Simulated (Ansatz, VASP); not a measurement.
MgH2: VASP beside Ansatz

Contents of POSCAR:

```
MgH2
1.0
    4.4769605343      0.0000000000      0.0000000000
    0.0000000000      4.4769605343      0.0000000000
    0.0000000000      0.0000000000      3.0075195091
Mg H
2 4
Direct
    0.0000000000      0.0000000000      0.0000000000
    0.5000000000      0.5000000000      0.5000000000
    0.3045406515      0.3045406515      0.0000000000
    0.1954593485      0.8045406515      0.5000000000
    0.6954593485      0.6954593485      0.0000000000
    0.8045406515      0.1954593485      0.5000000000
```

The input INCAR.step1:

```
SYSTEM = MgH2
  ALGO = Normal
  EDIFF = 1E-5
  ENCUT = 660
  GGA = PE
  GGA_COMPAT = .False.
  ISMEAR = 0
  LASPH = .True.
  LCHARG = .False.
  LREAL = .False.
  LWAVE = .True.
  NBANDS = 13
  NELM = 120
  PREC = Accurate
  SIGMA = 0.02
```

INCAR.step2

```
SYSTEM = MgH2
  ALGO = Normal
  EDIFF = 1E-6
  ENCUT = 660
  GGA_COMPAT = .False.
  ISIF = 2
  ISMEAR = 0
  ISTART = 1
  LASPH = .True.
  LCHARG = .True.
  LELF = .True.
  LMIXTAU = .True.
  LREAL = .False.
  LVHAR = .True.
  LWAVE = .False.
  METAGGA = R2SCAN
  NBANDS = 13
  NELM = 120
  PREC = Accurate
  SIGMA = 0.02
```

Contents of KPOINTS:

```
k-points
0
Gamma
  6 6 8
  0 0 0
```

Input for Ansatz:

```yaml
crystal:
  lattice:
    - [4.4769605355, 0.0, 0.0]
    - [0.0, 4.4769605355, 0.0]
    - [0.0, 0.0, 3.007519507]
  atoms:
    - { symbol: Mg, position: [0.0, 0.0, 0.0] }
    - { symbol: Mg, position: [0.5, 0.5, 0.5] }
    - { symbol: H, position: [0.3045406518, 0.3045406518, 0.0] }
    - { symbol: H, position: [0.1954593482, 0.8045406518, 0.5] }
    - { symbol: H, position: [0.6954593482, 0.6954593482, 0.0] }
    - { symbol: H, position: [0.8045406518, 0.1954593482, 0.5] }
basis:
  ecutwfc: 500
kpoints:
  mp_grid: { grid: [6, 6, 8] }
  band_path:
    path:
      - [0.0, 0.0, 0.0]
      - [0.0, 0.5, 0.0]
      - [0.5, 0.5, 0.0]
      - [0.0, 0.0, 0.5]
      - [0.0, 0.5, 0.5]
      - [0.5, 0.5, 0.5]
      - [0.15625, 0.15625, -0.070313]
      - [0.395833, 0.395833, -0.5]
    npoints: 1
hamiltonian:
  xc: r2scan
scf:
  occupations: { method: gaussian, width: 0.02 }
  n_extra_bands: 6
output:
  forces: true
  stress: true
  eigenvalues: true
```

Alike in both runs: task single point; functional r2SCAN; k mesh 6 × 6 × 8; occupations gaussian, width 0.02 eV; no spin polarisation.

|  | VASP | Ansatz |
| --- | --- | --- |
| version | VASP 6.6.1 | Ansatz 0.2.0 |
| potentials or method | VASP PAW PBE potentials, release 64 (Mg, H), cutoff 660 eV | scalar-relativistic, plane waves, PAW |
| valence electrons in the cell | 8 | 24 |

Ansatz gave:

```
gap on the k mesh at the Fermi level (eV)                     : 4.44
least direct gap on the mesh (eV)                             : 5.26
pressure (GPa)                                                : -0.1
traceless stress, the component that is largest in VASP (GPa) : -0.35
rms of the force components (eV/Å)                            : 0.005
```

Question: Estimate VASP's values.

Answer: gap on the k mesh at the Fermi level (eV): 4.42; least direct gap on the mesh (eV): 5.24; pressure (GPa): -0.4; traceless stress, the component that is largest in VASP (GPa): -0.43; rms of the force components (eV/Å): 0.005.

VASP's potentials were made for PBE, not for r2SCAN. Atom by atom the forces differ by 0.001 eV/Å (rms over components). VASP's potentials hold 8 valence electrons a cell and Ansatz's 24, so a difference there can come from the potentials and not from the codes.
